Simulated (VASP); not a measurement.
# SrO (R3m) in VASP: notebook, part 2 of 2

VASP 6.6.1. Earlier steps stand in the parts before.

### 5 Single point, PBE (all Sr atoms moved +0.438 Å, as atom 1 along Cartesian [1 1 1])

File INCAR:

```
SYSTEM = SrO
ALGO     = Normal         ! electronic algorithm
EDIFF    = 1E-7           ! SCF threshold, eV
ENCUT    = 520            ! plane-wave cutoff, eV
GGA      = PE             ! functional
ISIF     = 2              ! what is computed and relaxed
ISMEAR   = 0              ! smearing method
LASPH    = .True.         ! aspherical terms in the spheres
LCHARG   = .True.         ! write CHGCAR
LELF     = .True.         ! ELF
LREAL    = .False.        ! projectors in reciprocal space
LVHAR    = .True.       
LWAVE    = .False.        ! write WAVECAR
NBANDS   = 15             ! bands
NELM     = 60             ! most SCF steps
PREC     = Accurate       ! precision mode
SIGMA    = 0.05           ! smearing width, eV
```

File KPOINTS:

```
k-points
0
Gamma
  8 8 8
  0 0 0
```

File POSCAR:

```
SrO
1.0
    0.0000000000      2.5698000000      2.5698000000
    2.5698000000      0.0000000000      2.5698000000
    2.5698000000      2.5698000000      0.0000000000
Sr O
1 1
Direct
    0.0491459924      0.0491459924      0.0491459924
    0.5000000000      0.5000000000      0.5000000000
```

Potentials or basis: VASP PAW PBE potentials, release 64 (Sr_sv, O).

The run is started by

```sh
$ cat potpaw_PBE.64/Sr_sv/POTCAR potpaw_PBE.64/O/POTCAR > POTCAR
$ mpirun -np 1 vasp_std > vasp.out
```

OUTCAR:

```text
SYSTEM = SrO
   EDIFF = 1E-7
   ENCUT = 520
   GGA = PE
   ISIF = 2
   ISMEAR = 0
   LASPH = .True.
   LREAL = .False.
   NELM = 60
   PREC = Accurate

 ion  position               nearest neighbor table
   1  0.049  0.049  0.049-   2 2.34   2 2.34   2 2.34   2 2.84   2 2.84   2 2.84
   2  0.500  0.500  0.500-   1 2.34   1 2.34   1 2.34   1 2.84   1 2.84   1 2.84

  LATTYP: Found a face centered cubic cell.
 ALAT       =     5.1396000000

  Lattice vectors:

 A1 = (   0.0000000000,   2.5698000000,   2.5698000000)
 A2 = (   2.5698000000,   0.0000000000,   2.5698000000)
 A3 = (   2.5698000000,   2.5698000000,   0.0000000000)

Analysis of symmetry for initial positions (statically):
=====================================================================
 Subroutine PRICEL returns:
 Original cell was already a primitive cell.

 Routine SETGRP: Setting up the symmetry group for a
 face centered cubic supercell.

 Subroutine GETGRP returns: Found  6 space group operations
 (whereof  6 operations were pure point group operations)
 out of a pool of 48 trial point group operations.

The static configuration has the point symmetry C_3v.

Analysis of symmetry for dynamics (positions and initial velocities):
=====================================================================
 Subroutine PRICEL returns:
 Original cell was already a primitive cell.

 Routine SETGRP: Setting up the symmetry group for a
 face centered cubic supercell.

 Subroutine GETGRP returns: Found  6 space group operations
 (whereof  6 operations were pure point group operations)
 out of a pool of 48 trial point group operations.

The dynamic configuration has the point symmetry C_3v.

 Subroutine INISYM returns: Found  6 space group operations
 (whereof  6 operations are pure point group operations),
 and found     1 'primitive' translations

----------------------------------------------------------------------------------------

                                     Primitive cell

  volume of cell :      33.9413

  direct lattice vectors                    reciprocal lattice vectors
     0.000000000  2.569800000  2.569800000    -0.194567671  0.194567671  0.194567671
     2.569800000  0.000000000  2.569800000     0.194567671 -0.194567671  0.194567671
     2.569800000  2.569800000  0.000000000     0.194567671  0.194567671 -0.194567671

  length of vectors
     3.634246013  3.634246013  3.634246013     0.337001091  0.337001091  0.337001091

  position of ions in fractional coordinates (direct lattice)
     0.049145992  0.049145992  0.049145992
     0.500000000  0.500000000  0.500000000

  ion indices of the primitive-cell ions
   primitive index   ion index
                 1           1
                 2           2

----------------------------------------------------------------------------------------

 KPOINTS: k-points

Automatic generation of k-mesh.
 Grid dimensions read from file:
 generate k-points for:    8    8    8

 Generating k-lattice:

  Cartesian coordinates                     Fractional coordinates (reciprocal lattice)
    -0.024320959  0.024320959  0.024320959     0.125000000  0.000000000  0.000000000
     0.024320959 -0.024320959  0.024320959     0.000000000  0.125000000  0.000000000
     0.024320959  0.024320959 -0.024320959     0.000000000  0.000000000  0.125000000

  Length of vectors
     0.042125136  0.042125136  0.042125136

  Shift w.r.t. Gamma in fractional coordinates (k-lattice)
     0.000000000  0.000000000  0.000000000

 Subroutine IBZKPT returns following result:
 ===========================================

 Found     65 irreducible k-points:

 Following reciprocal coordinates:
            Coordinates               Weight
  0.000000  0.000000  0.000000      1.000000
  0.125000  0.000000  0.000000      6.000000
  0.125000  0.125000  0.125000      2.000000
  0.250000  0.000000  0.000000      6.000000
  0.250000  0.250000  0.250000      2.000000
  0.375000  0.000000  0.000000      6.000000
[... 16 lines left out ...]
 -0.250000  0.125000  0.000000     12.000000
  0.125000  0.125000  0.375000      6.000000
 [... further k-points ...]
   k-points           NKPTS =     65   k-points in BZ     NKDIM =     65   number of bands    NBANDS=     15
   number of dos      NEDOS =    301   number of ions     NIONS =      2
   total plane-waves  NPLWV =  21952
   dimension x,y,z NGX =    28 NGY =   28 NGZ =   28
   dimension x,y,z NGXF=    56 NGYF=   56 NGZF=   56
   ions per type =               1   1
   NGX,Y,Z   is equivalent  to a cutoff of  12.81, 12.81, 12.81 a.u.
   NGXF,Y,Z  is equivalent  to a cutoff of  25.62, 25.62, 25.62 a.u.
 SYSTEM =  SrO
   PREC   = accura    normal or accurate (medium, high low for compatibility)
   ISTART =      0    job   : 0-new  1-cont  2-samecut
   ICHARG =      2    charge: 1-file 2-atom 10-const
   ISPIN  =      1    spin polarized calculation?
   LNONCOLLINEAR =      F non collinear calculations
   LSORBIT =      F    spin-orbit coupling
   LASPH  =      T    aspherical Exc in radial PAW
   ENCUT  =  520.0 eV  38.22 Ry    6.18 a.u.   6.76  6.76  6.76*2*pi/ulx,y,z
   NELM   =     60;   NELMIN=  2; NELMDL= -5     # of ELM steps
   EDIFF  = 0.1E-06   stopping-criterion for ELM
   LREAL  =      F    real-space projection
   EDIFFG = 0.1E-05   stopping-criterion for IOM
   NSW    =      0    number of steps for IOM
   IBRION =     -1    ionic relax: 0-MD 1-quasi-New 2-CG
[... 14 lines left out ...]
     AMIX     =   0.40;   BMIX     =  1.00
     AMIX_MAG =   1.60;   BMIX_MAG =  1.00
  volume/ion in A,a.u.               =      16.97       114.52
  Fermi-wavevector in a.u.,A,eV,Ry     =   1.274106  2.407711 22.086959  1.623346
  Thomas-Fermi vector in A             =   2.406892
   LORBIT       =      0    0 simple, 1 ext, 2 COOP (PROOUT), +10 PAW based schemes
   GGA     = PE    functional components
[... 6 lines left out ...]
 Gauss-broadening in eV      SIGMA  =   0.05
  energy-cutoff  :      520.00
  volume of cell :       33.94
 maximum number of plane-waves:       941
   NGX = 13   NGY = 13   NGZ = 13

 number of electron      15.9999997 magnetization

 Free energy of the ion-electron system (eV)
  ---------------------------------------------------
  ext. energy  EPLUGINS =         0.00000000
  ---------------------------------------------------
  free energy    TOTEN  =       -11.79673353 eV

  energy without entropy =      -11.79673353  energy(sigma->0) =      -11.79673353

 E-fermi :   1.7925     XC(G=0):  -9.9856

 val. band max:        1.4599500564   @ k =   0.5000   0.5000   0.0000
 cond. band min:       5.5022154095   @ k =   0.0000   0.0000   0.0000
 fundamental gap:      4.0422653531
 Fermi energy:         1.7925200542

 k-point     1 :       0.0000    0.0000    0.0000
  band No.  band energies     occupation
      1     -30.5958      2.00000
      2     -13.8051      2.00000
      3     -12.2487      2.00000
      4     -12.2487      2.00000
      5     -11.9705      2.00000
      6       1.1969      2.00000
      7       1.2439      2.00000
      8       1.2439      2.00000
      9       5.5022      0.00000
     10       8.1358      0.00000
     11       8.1358      0.00000
     12       8.8540      0.00000
     13      10.7189      0.00000
     14      10.7189      0.00000
     15      14.2525      0.00000
[... 397 lines left out ...]
 k-point    24 :       0.1250    0.1250    0.3750
  band No.  band energies     occupation
      1     -30.4916      2.00000
      2     -14.7374      2.00000
      3     -12.5223      2.00000
      4     -12.2988      2.00000
      5     -11.2230      2.00000
      6      -0.1073      2.00000
      7       0.6505      2.00000
      8       1.2163      2.00000
      9       7.2380      0.00000
     10       8.4078      0.00000
     11       9.0552      0.00000
     12      10.6661      0.00000
     13      12.2399      0.00000
     14      12.7475      0.00000
     15      17.7137      0.00000

 [... further k-points ...]

------------------------ aborting loop because EDIFF is reached ----------------------------------------

  FORCE on cell =-STRESS in cart. coord.  units (eV):
  Direction    XX          YY          ZZ          XY          YZ          ZX
  --------------------------------------------------------------------------------------
  -------------------------------------------------------------------------------------
  Total        1.8418588      1.8418588      1.8418588     -0.2990340     -0.2990340     -0.2990340
  in kB       86.9438647     86.9438647     86.9438647    -14.1157253    -14.1157253    -14.1157253
  external PRESSURE =      86.9438647 kB  Pullay stress =       0.0000000 kB

 VOLUME and BASIS-vectors are now :
 -----------------------------------------------------------------------------
  energy-cutoff  :      520.00
  volume of cell :       33.94
      direct lattice vectors                 reciprocal lattice vectors
     0.000000000  2.569800000  2.569800000    -0.194567671  0.194567671  0.194567671
     2.569800000  0.000000000  2.569800000     0.194567671 -0.194567671  0.194567671
     2.569800000  2.569800000  0.000000000     0.194567671  0.194567671 -0.194567671

 POSITION                                       TOTAL-FORCE (eV/Angst)
 -----------------------------------------------------------------------------------
      0.25259      0.25259      0.25259        -0.685817     -0.685817     -0.685817
      2.56980      2.56980      2.56980         0.685817      0.685817      0.685817
 -----------------------------------------------------------------------------------
    total drift:                               -0.000039     -0.000039     -0.000039

  FREE ENERGIE OF THE ION-ELECTRON SYSTEM (eV)
  ---------------------------------------------------
  free  energy   TOTEN  =       -11.7967335258 eV

  energy  without entropy=      -11.7967335258  energy(sigma->0) =      -11.79673353
```

It took 20 s on 1 thread of Intel Xeon 6975P-C, shared host; peak memory 0.18 GiB.

What came out:

| Property | Result |
| --- | --- |
| Free energy | -11.7967 eV |
| Pressure | 8.7 GPa |
| Largest force | 1.188 eV/Å |
| Band gap on the k mesh | 4.04 eV, indirect (least direct gap 4.26 eV) |

Forces in eV/Å, atoms in the order of the input:
```
Sr  -0.686 -0.686 -0.686
O    0.686  0.686  0.686
```

Caveat: the cell differs from its parent crystal (all Sr atoms moved +0.438 Å, as atom 1 along Cartesian [1 1 1]); forces of over 1 eV/Å act on the atoms, so gaps and moduli don't describe the material at rest.

### 6 Single point, PBE (all Sr atoms moved +0.312 Å, as atom 1 along Cartesian [1 1 1])

File INCAR:

```
SYSTEM = SrO
ALGO = Normal
EDIFF = 1E-6
ENCUT = 520
GGA = PE
ISIF = 2
ISMEAR = 0
LASPH = .True.
LCHARG = .False.
LREAL = .False.
LWAVE = .False.
NBANDS = 15
NELM = 60
PREC = Accurate
SIGMA = 0.05
```

KPOINTS is that of step 5.

POSCAR, as its differences from that of step 5:

```diff
@@ -8,3 +8,3 @@
 Direct
-    0.0491459924      0.0491459924      0.0491459924
+    0.0351042803      0.0351042803      0.0351042803
     0.5000000000      0.5000000000      0.5000000000
```

Potentials or basis: VASP PAW PBE potentials, release 64 (Sr_sv, O).

The run is started by

```sh
$ cat potpaw_PBE.64/Sr_sv/POTCAR potpaw_PBE.64/O/POTCAR > POTCAR
$ mpirun -np 1 vasp_std > vasp.out
```

OUTCAR:

```text
SYSTEM = SrO
   EDIFF = 1E-6
   ENCUT = 520
   GGA = PE
   ISIF = 2
   ISMEAR = 0
   LASPH = .True.
   LREAL = .False.
   NELM = 60
   PREC = Accurate

 ion  position               nearest neighbor table
   1  0.035  0.035  0.035-   2 2.40   2 2.40   2 2.40   2 2.76   2 2.76   2 2.76
   2  0.500  0.500  0.500-   1 2.40   1 2.40   1 2.40   1 2.76   1 2.76   1 2.76

  LATTYP: Found a face centered cubic cell.
 ALAT       =     5.1396000000

  Lattice vectors:

 A1 = (   0.0000000000,   2.5698000000,   2.5698000000)
 A2 = (   2.5698000000,   0.0000000000,   2.5698000000)
 A3 = (   2.5698000000,   2.5698000000,   0.0000000000)

Analysis of symmetry for initial positions (statically):
=====================================================================
 Subroutine PRICEL returns:
 Original cell was already a primitive cell.

 Routine SETGRP: Setting up the symmetry group for a
 face centered cubic supercell.

 Subroutine GETGRP returns: Found  6 space group operations
 (whereof  6 operations were pure point group operations)
 out of a pool of 48 trial point group operations.

The static configuration has the point symmetry C_3v.

Analysis of symmetry for dynamics (positions and initial velocities):
=====================================================================
 Subroutine PRICEL returns:
 Original cell was already a primitive cell.

 Routine SETGRP: Setting up the symmetry group for a
 face centered cubic supercell.

 Subroutine GETGRP returns: Found  6 space group operations
 (whereof  6 operations were pure point group operations)
 out of a pool of 48 trial point group operations.

The dynamic configuration has the point symmetry C_3v.

 Subroutine INISYM returns: Found  6 space group operations
 (whereof  6 operations are pure point group operations),
 and found     1 'primitive' translations

----------------------------------------------------------------------------------------

                                     Primitive cell

[... 114 lines left out ...]
   LORBIT       =      0    0 simple, 1 ext, 2 COOP (PROOUT), +10 PAW based schemes
   GGA     = PE    functional components
[... 6 lines left out ...]
 Gauss-broadening in eV      SIGMA  =   0.05
  energy-cutoff  :      520.00
  volume of cell :       33.94
 maximum number of plane-waves:       941
   NGX = 13   NGY = 13   NGZ = 13

 number of electron      15.9999997 magnetization

 Free energy of the ion-electron system (eV)
  ---------------------------------------------------
  ext. energy  EPLUGINS =         0.00000000
  ---------------------------------------------------
  free energy    TOTEN  =       -11.92081751 eV

  energy without entropy =      -11.92081751  energy(sigma->0) =      -11.92081751

 E-fermi :   1.7132     XC(G=0): -10.0086

 val. band max:        1.5065546430   @ k =   0.5000   0.5000   0.0000
 cond. band min:       5.4298649707   @ k =   0.5000   0.5000   0.0000
 fundamental gap:      3.9233103277
 Fermi energy:         1.7132424969

 k-point     1 :       0.0000    0.0000    0.0000
  band No.  band energies     occupation
      1     -30.6506      2.00000
      2     -13.6644      2.00000
      3     -12.2946      2.00000
      4     -12.2946      2.00000
      5     -12.1122      2.00000
      6       1.3893      2.00000
      7       1.4335      2.00000
      8       1.4335      2.00000
      9       5.5828      0.00000
     10       8.0223      0.00000
     11       8.0223      0.00000
     12       8.4250      0.00000
     13      10.3946      0.00000
     14      10.3946      0.00000
[... 401 lines left out ...]
      2     -14.6377      2.00000
      3     -12.5388      2.00000
      4     -12.3362      2.00000
      5     -11.3310      2.00000
      6      -0.0303      2.00000
      7       0.6879      2.00000
      8       1.2236      2.00000
      9       7.3639      0.00000
     10       8.3945      0.00000
     11       9.1309      0.00000
     12      10.3970      0.00000
     13      12.1188      0.00000
     14      12.5451      0.00000
     15      17.7742      0.00000

 [... further k-points ...]

------------------------ aborting loop because EDIFF is reached ----------------------------------------

  FORCE on cell =-STRESS in cart. coord.  units (eV):
  Direction    XX          YY          ZZ          XY          YZ          ZX
  --------------------------------------------------------------------------------------
  -------------------------------------------------------------------------------------
  Total        1.3014320      1.3014320      1.3014320     -0.1339295     -0.1339295     -0.1339295
  in kB       61.4333357     61.4333357     61.4333357     -6.3220639     -6.3220639     -6.3220639
  external PRESSURE =      61.4333357 kB  Pullay stress =       0.0000000 kB

 VOLUME and BASIS-vectors are now :
 -----------------------------------------------------------------------------
  energy-cutoff  :      520.00
  volume of cell :       33.94
      direct lattice vectors                 reciprocal lattice vectors
     0.000000000  2.569800000  2.569800000    -0.194567671  0.194567671  0.194567671
     2.569800000  0.000000000  2.569800000     0.194567671 -0.194567671  0.194567671
     2.569800000  2.569800000  0.000000000     0.194567671  0.194567671 -0.194567671

 POSITION                                       TOTAL-FORCE (eV/Angst)
 -----------------------------------------------------------------------------------
      0.18042      0.18042      0.18042        -0.463056     -0.463056     -0.463056
      2.56980      2.56980      2.56980         0.463056      0.463056      0.463056
 -----------------------------------------------------------------------------------
    total drift:                               -0.000024     -0.000024     -0.000024

  FREE ENERGIE OF THE ION-ELECTRON SYSTEM (eV)
  ---------------------------------------------------
  free  energy   TOTEN  =       -11.9208175058 eV

  energy  without entropy=      -11.9208175058  energy(sigma->0) =      -11.92081751
```

OSZICAR:

```text
N       E                     dE             d eps       ncg     rms          rms(c)
DAV:   1     0.653930373288E+02    0.65393E+02   -0.79721E+03  1950   0.101E+03
DAV:   2    -0.105625325903E+02   -0.75956E+02   -0.70145E+02  2633   0.217E+02
DAV:   3    -0.141455280688E+02   -0.35830E+01   -0.35674E+01  2847   0.412E+01
DAV:   4    -0.142021335329E+02   -0.56605E-01   -0.56598E-01  2325   0.490E+00
DAV:   5    -0.142032361259E+02   -0.11026E-02   -0.11026E-02  2584   0.480E-01    0.184E+01
DAV:   6    -0.120669627441E+02    0.21363E+01   -0.69847E+00  1978   0.204E+01    0.205E+01
DAV:   7    -0.119269573004E+02    0.14001E+00   -0.32545E-01  2279   0.516E+00    0.116E+01
DAV:   8    -0.119180490067E+02    0.89083E-02   -0.11585E-01  2531   0.336E+00    0.712E-01
DAV:   9    -0.119200828503E+02   -0.20338E-02   -0.55869E-03  2736   0.505E-01    0.240E-01
DAV:  10    -0.119206686325E+02   -0.58578E-03   -0.50012E-04  2104   0.193E-01    0.644E-02
DAV:  11    -0.119207958553E+02   -0.12722E-03   -0.10886E-04  2279   0.779E-02    0.315E-02
DAV:  12    -0.119208180357E+02   -0.22180E-04   -0.26436E-05  2076   0.385E-02    0.143E-02
DAV:  13    -0.119208175058E+02    0.52987E-06   -0.83070E-07  1957   0.926E-03
   1 F= -.11920818E+02 E0= -.11920818E+02  d E =-.626894E-11
```

Wall time 17 s (1 thread of Intel Xeon 6975P-C, shared host); peak memory 0.18 GiB.

Results:

```
Free energy            : -11.9208 eV
Pressure               : 6.1 GPa
Largest force          : 0.802 eV/Å
Band gap on the k mesh : 3.92 eV, direct
```

Forces in eV/Å, atoms in the order of the input:
```
Sr  -0.463 -0.463 -0.463
O    0.463  0.463  0.463
```

Caveat: the cell differs from its parent crystal (all Sr atoms moved +0.312 Å, as atom 1 along Cartesian [1 1 1]). A k mesh can miss the band edges.

### 7 Single point, PBE (all Sr atoms moved +0.188 Å, as atom 1 along Cartesian [1 1 1])

File INCAR:

```
PREC = Accurate
ENCUT = 520
EDIFF = 1E-6
ISMEAR = 0
SIGMA = 0.05
LREAL = False
LASPH = True
NELM = 80
ALGO = Normal
ISIF = 2
LWAVE = False
LCHARG = True
GGA = PE
LELF = True
LVHAR = True
NBANDS = 15
```

File KPOINTS:

```
regular mesh
0
Gamma
  8 8 8
```

POSCAR, as its differences from that of step 6:

```diff
@@ -8,3 +8,3 @@
 Direct
-    0.0351042803      0.0351042803      0.0351042803
+    0.0210625682      0.0210625682      0.0210625682
     0.5000000000      0.5000000000      0.5000000000
```

The run is started by

```sh
$ cat potpaw_PBE.64/Sr_sv/POTCAR potpaw_PBE.64/O/POTCAR > POTCAR
$ mpirun -np 1 vasp_std > vasp.out
```

Wall time 20 s (1 thread of Intel Xeon 6975P-C, shared host); peak memory 0.18 GiB.

It converged, with:

| Property | Result |
| --- | --- |
| Free energy | -11.9988 eV |
| Pressure | 4.4 GPa |
| Largest force | 0.453 eV/Å |
| Band gap on the k mesh | 3.54 eV, indirect (least direct gap 3.57 eV) |

Forces in eV/Å, atoms in the order of the input:
```
Sr  -0.262 -0.262 -0.262
O    0.262  0.262  0.262
```

Stress tensor (GPa, compression positive):
```
 4.45 -0.20 -0.20
-0.20  4.45 -0.20
-0.20 -0.20  4.45
```

Levels at points of the mesh, in eV from the valence-band top:
```tsv
k point	band 5	band 6	band 7	band 8	band 9	band 10	band 11	band 12
(0.00, 0.00, 0.00)	-13.83	-0.02	0.00	0.00	4.06	6.36	6.36	6.51
(0.50, 0.00, 0.00)	-12.70	-2.08	-1.05	-1.00	6.59	8.22	8.86	9.22
(0.50, 0.50, 0.50)	-12.77	-2.08	-1.10	-1.10	6.63	8.68	9.03	9.03
(0.50, 0.50, 0.00)	-14.08	-0.34	-0.14	-0.03	3.54	7.80	10.33	10.39
```

Caveat: the cell differs from its parent crystal (all Sr atoms moved +0.188 Å, as atom 1 along Cartesian [1 1 1]).
